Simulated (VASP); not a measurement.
# BeS (I-4m2) in VASP: single point with PBEsol

Aim: the single point of BeS with PBEsol.

Program: VASP 6.6.1. These are calculated values, not measurements. Logs are shortened: lines on timing, memory, paths and dates and some standing lists are left out, and cuts for length are marked.

## Step 1: The cell of the first run

Symmetry: I-4m2, No. 119, tetragonal system. Conventional cell: a = 3.489 Å, b = 3.489 Å, c = 4.758 Å, α = 90.00°, β = 90.00°, γ = 90.00°. Be (site symmetry -4m2) has 4 S at 2.11 Å within 2.8 Å. Within 2.8 Å of S (site symmetry -4m2) lie 4 Be at 2.11 Å.

## Step 2: Single point, PBEsol (in-plane strain +0.02, then relaxed in part)

File INCAR:

```
PREC = Accurate ; ENCUT = 520
EDIFF = 1E-6 ; ISMEAR = 0
SIGMA = 0.01 ; LREAL = F
LASPH = T ; NELM = 100
ALGO = Normal ; ISIF = 2
LWAVE = F ; LCHARG = F
GGA = PS ; NBANDS = 11
```

File KPOINTS:

```
regular mesh
0
Gamma
  8 8 8
```

File POSCAR:

```
BeS
1.0
    2.4673438347      2.4673438347      0.0000000000
   -2.4673438347      2.4673438347      0.0000000000
    0.0000000000      2.4673438347      2.3787585266
Be S
1 1
Direct
    0.0000000000      0.0000000000      0.0000000000
    0.7500000000      0.2500000000      0.5000000000
```

Potentials or basis: VASP PAW PBE potentials, release 64 (Be, S).

Run with:

```sh
cat potpaw_PBE.64/Be/POTCAR potpaw_PBE.64/S/POTCAR > POTCAR
mpirun -np 1 vasp_std > vasp.out
```

OUTCAR:

```text
PREC = Accurate
   ENCUT = 520
   EDIFF = 1E-6
   ISMEAR = 0
   LREAL = F
   LASPH = T
   NELM = 100
   ISIF = 2
   GGA = PS

 ion  position               nearest neighbor table
   1  0.000  0.000  0.000-   2 2.11   2 2.11   2 2.11   2 2.11
   2  0.750  0.250  0.500-   1 2.11   1 2.11   1 2.11   1 2.11

  LATTYP: Found a body centered tetragonal cell.
 ALAT       =     3.4893511141
 C/A-ratio  =     1.3634389024

  Lattice vectors:

 A1 = (   2.4673438347,   0.0000000000,  -2.3787585266)
 A2 = (  -2.4673438347,   0.0000000000,  -2.3787585266)
 A3 = (   0.0000000000,   2.4673438347,   2.3787585266)

Analysis of symmetry for initial positions (statically):
=====================================================================
 Subroutine PRICEL returns:
 Original cell was already a primitive cell.

 Routine SETGRP: Setting up the symmetry group for a
 body centered tetragonal supercell.

 Subroutine GETGRP returns: Found  8 space group operations
 (whereof  8 operations were pure point group operations)
 out of a pool of 16 trial point group operations.

The static configuration has the point symmetry D_2d.

Analysis of symmetry for dynamics (positions and initial velocities):
=====================================================================
 Subroutine PRICEL returns:
 Original cell was already a primitive cell.

 Routine SETGRP: Setting up the symmetry group for a
 body centered tetragonal supercell.

 Subroutine GETGRP returns: Found  8 space group operations
 (whereof  8 operations were pure point group operations)
 out of a pool of 16 trial point group operations.

The dynamic configuration has the point symmetry D_2d.

 Subroutine INISYM returns: Found  8 space group operations
 (whereof  8 operations are pure point group operations),
 and found     1 'primitive' translations

----------------------------------------------------------------------------------------

                                     Primitive cell

  volume of cell :      28.9627

  direct lattice vectors                    reciprocal lattice vectors
     2.467343835  2.467343835  0.000000000     0.202647070  0.202647070 -0.210193676
    -2.467343835  2.467343835  0.000000000    -0.202647070  0.202647070 -0.210193676
     0.000000000  2.467343835  2.378758527     0.000000000  0.000000000  0.420387353

  length of vectors
     3.489351114  3.489351114  3.427284308     0.355405475  0.355405475  0.420387353

  position of ions in fractional coordinates (direct lattice)
     0.000000000  0.000000000  0.000000000
     0.750000000  0.250000000  0.500000000

  ion indices of the primitive-cell ions
   primitive index   ion index
                 1           1
                 2           2

----------------------------------------------------------------------------------------

 KPOINTS: regular mesh

Automatic generation of k-mesh.
 Grid dimensions read from file:
 generate k-points for:    8    8    8

 Generating k-lattice:

  Cartesian coordinates                     Fractional coordinates (reciprocal lattice)
     0.025330884  0.025330884 -0.026274210     0.125000000  0.000000000 -0.000000000
    -0.025330884  0.025330884 -0.026274210     0.000000000  0.125000000 -0.000000000
     0.000000000  0.000000000  0.052548419     0.000000000  0.000000000  0.125000000

  Length of vectors
     0.044425684  0.044425684  0.052548419

  Shift w.r.t. Gamma in fractional coordinates (k-lattice)
     0.000000000  0.000000000  0.000000000

 Subroutine IBZKPT returns following result:
 ===========================================

 Found     59 irreducible k-points:

 Following reciprocal coordinates:
            Coordinates               Weight
  0.000000  0.000000  0.000000      1.000000
  0.125000  0.000000  0.000000      8.000000
  0.250000  0.000000  0.000000      8.000000
  0.375000  0.000000  0.000000      8.000000
  0.500000  0.000000  0.000000      4.000000
  0.125000  0.125000  0.000000      8.000000
[... 16 lines left out ...]
  0.250000  0.000000  0.125000      4.000000
  0.375000  0.000000  0.125000      8.000000
 [... further k-points ...]
   k-points           NKPTS =     59   k-points in BZ     NKDIM =     59   number of bands    NBANDS=     11
   number of dos      NEDOS =    301   number of ions     NIONS =      2
   total plane-waves  NPLWV =  21952
   dimension x,y,z NGX =    28 NGY =   28 NGZ =   28
   dimension x,y,z NGXF=    56 NGYF=   56 NGZF=   56
   ions per type =               1   1
   NGX,Y,Z   is equivalent  to a cutoff of  13.34, 13.34, 13.58 a.u.
   NGXF,Y,Z  is equivalent  to a cutoff of  26.68, 26.68, 27.16 a.u.
 SYSTEM =  unknown system
   PREC   = accura    normal or accurate (medium, high low for compatibility)
   ISTART =      0    job   : 0-new  1-cont  2-samecut
   ICHARG =      2    charge: 1-file 2-atom 10-const
   ISPIN  =      1    spin polarized calculation?
   LNONCOLLINEAR =      F non collinear calculations
   LSORBIT =      F    spin-orbit coupling
   LASPH  =      T    aspherical Exc in radial PAW
   ENCUT  =  520.0 eV  38.22 Ry    6.18 a.u.   6.49  6.49  6.37*2*pi/ulx,y,z
   NELM   =    100;   NELMIN=  2; NELMDL= -5     # of ELM steps
   EDIFF  = 0.1E-05   stopping-criterion for ELM
   LREAL  =      F    real-space projection
   EDIFFG = 0.1E-04   stopping-criterion for IOM
   NSW    =      0    number of steps for IOM
   IBRION =     -1    ionic relax: 0-MD 1-quasi-New 2-CG
   NFREE  =      0    steps in history (QN), initial steepest desc. (CG)
   ISIF   =      2    stress and relaxation
   ISYM   =      2    0-nonsym 1-usesym 2-fastsym
   POTIM  = 0.5000    time-step for ionic-motion
   TEBEG  =    0.0;   TEEND  =   0.0 temperature during run
   PSTRESS=    0.0 pullay stress
   NELECT =       8.0000    total number of electrons
   NUPDOWN=      -1.0000    fix difference up-down
   EMIN   =  10.00;   EMAX   =-10.00  energy-range for DOS
   EFERMI =   0.00;   METHOD = LEGACY
   ISMEAR =     0;   SIGMA  =   0.01  broadening in eV -4-tet -1-fermi 0-gaus
   EFERMI_NEDOS =   21; number of points for ismear=-14 and -15
   IALGO  =     38    algorithm
   IMIX   =      4    mixing-type and parameters
     AMIX     =   0.40;   BMIX     =  1.00
     AMIX_MAG =   1.60;   BMIX_MAG =  1.00
  volume/ion in A,a.u.               =      14.48        97.73
  Fermi-wavevector in a.u.,A,eV,Ry     =   1.066166  2.014762 15.465885  1.136710
  Thomas-Fermi vector in A             =   2.201742
   LORBIT       =      0    0 simple, 1 ext, 2 COOP (PROOUT), +10 PAW based schemes
   GGA     = PS    functional components
   LHFCALC =     F    Hartree Fock is set to
   AEXX    =    0.0000 exact exchange contribution
   IVDW    =     0    specifies the selected vdW correction
   LEPSILON=     F    determine dielectric tensor
   LRPA    =     F    only Hartree local field effects (RPA)
 non-spin polarized calculation
 Gauss-broadening in eV      SIGMA  =   0.01
  energy-cutoff  :      520.00
  volume of cell :       28.96
 maximum number of plane-waves:       801
 NGX is ok and might be reduce to    28
   NGX = 13   NGY = 13   NGZ = 13

 number of electron       7.9999999 magnetization

 Free energy of the ion-electron system (eV)
  ---------------------------------------------------
  ext. energy  EPLUGINS =         0.00000000
  ---------------------------------------------------
  free energy    TOTEN  =       -10.55331089 eV

  energy without entropy =      -10.55331089  energy(sigma->0) =      -10.55331089

 E-fermi :   4.2344     XC(G=0):  -9.8396

 val. band max:        4.1068901472   @ k =   0.0000   0.0000   0.0000
 cond. band min:       6.7731710090   @ k =   0.0000   0.0000   0.5000
 fundamental gap:      2.6662808617
 Fermi energy:         4.2344168035

 k-point     1 :       0.0000    0.0000    0.0000
  band No.  band energies     occupation
      1      -9.6261      2.00000
      2       3.9285      2.00000
      3       3.9285      2.00000
      4       4.1069      2.00000
      5       9.5600      0.00000
      6       9.5818      0.00000
      7       9.6300      0.00000
      8       9.6300      0.00000
      9      16.3528      0.00000
     10      17.1074      0.00000
     11      18.5509      0.00000

 k-point     2 :       0.1250    0.0000    0.0000
  band No.  band energies     occupation
      1      -9.4504      2.00000
      2       2.7794      2.00000
      3       3.7123      2.00000
      4       3.8730      2.00000
      5       9.4325      0.00000
      6       9.9631      0.00000
      7       9.9721      0.00000
      8      10.9417      0.00000
      9      15.7277      0.00000
     10      16.2977      0.00000
     11      18.4073      0.00000

 k-point     3 :       0.2500    0.0000    0.0000
  band No.  band energies     occupation
      1      -8.9665      2.00000
      2       0.6877      2.00000
      3       3.2816      2.00000
      4       3.5154      2.00000
      5       9.3577      0.00000
      6      10.4334      0.00000
      7      10.5743      0.00000
      8      13.0276      0.00000
      9      15.6708      0.00000
     10      15.8767      0.00000
     11      17.9818      0.00000
[... 267 lines left out ...]
 k-point    23 :       0.2500    0.0000    0.1250
  band No.  band energies     occupation
      1      -9.1819      2.00000
      2       1.8284      2.00000
      3       2.9357      2.00000
      4       3.6550      2.00000
      5       9.8943      0.00000
      6      10.1620      0.00000
      7      10.4713      0.00000
      8      11.9423      0.00000
      9      14.6371      0.00000
     10      16.2372      0.00000
     11      19.1638      0.00000

 k-point    24 :       0.3750    0.0000    0.1250
  band No.  band energies     occupation
      1      -8.6480      2.00000
      2       0.1450      2.00000
      3       2.3541      2.00000
      4       3.2200      2.00000
      5       9.8868      0.00000
      6      10.6817      0.00000
      7      10.9776      0.00000
      8      13.0770      0.00000
      9      14.7780      0.00000
     10      17.5697      0.00000
     11      18.8823      0.00000

 [... further k-points ...]

------------------------ aborting loop because EDIFF is reached ----------------------------------------

  FORCE on cell =-STRESS in cart. coord.  units (eV):
  Direction    XX          YY          ZZ          XY          YZ          ZX
  --------------------------------------------------------------------------------------
  -------------------------------------------------------------------------------------
  Total       -0.5514895     -0.5514895      0.0253467      0.0000000      0.0000000      0.0000000
  in kB      -30.5076034    -30.5076034      1.4021406      0.0000000      0.0000000      0.0000000
  external PRESSURE =     -19.8710221 kB  Pullay stress =       0.0000000 kB

 VOLUME and BASIS-vectors are now :
 -----------------------------------------------------------------------------
  energy-cutoff  :      520.00
  volume of cell :       28.96
      direct lattice vectors                 reciprocal lattice vectors
     2.467343835  2.467343835  0.000000000     0.202647070  0.202647070 -0.210193676
    -2.467343835  2.467343835  0.000000000    -0.202647070  0.202647070 -0.210193676
     0.000000000  2.467343835  2.378758527     0.000000000  0.000000000  0.420387353

 POSITION                                       TOTAL-FORCE (eV/Angst)
 -----------------------------------------------------------------------------------
      0.00000      0.00000      0.00000         0.000000      0.000000      0.000000
      1.23367      3.70102      1.18938        -0.000000     -0.000000      0.000000
 -----------------------------------------------------------------------------------
    total drift:                               -0.000000      0.000000     -0.000000

  FREE ENERGIE OF THE ION-ELECTRON SYSTEM (eV)
  ---------------------------------------------------
  free  energy   TOTEN  =       -10.5533108872 eV

  energy  without entropy=      -10.5533108872  energy(sigma->0) =      -10.55331089
```

Run time: 27 s. Hardware: 1 thread of Intel Xeon Platinum 8259CL at 2.50GHz (Skylake/Cascade Lake), shared host; peak memory 0.16 GiB.

Results:

| Quantity | Value |
| --- | --- |
| Free energy | -10.5533 eV |
| Pressure | -2.0 GPa |
| Band gap on the k mesh | 2.67 eV (least direct gap 5.45 eV) |

Stress tensor (GPa, compression positive):
```
-3.05  0.00  0.00
 0.00 -3.05  0.00
 0.00  0.00  0.14
```

Caveat: the cell differs from its parent crystal (in-plane strain +0.02, then relaxed in part); the PAW data sets were made with another functional, which shifts forces and pressure a little.
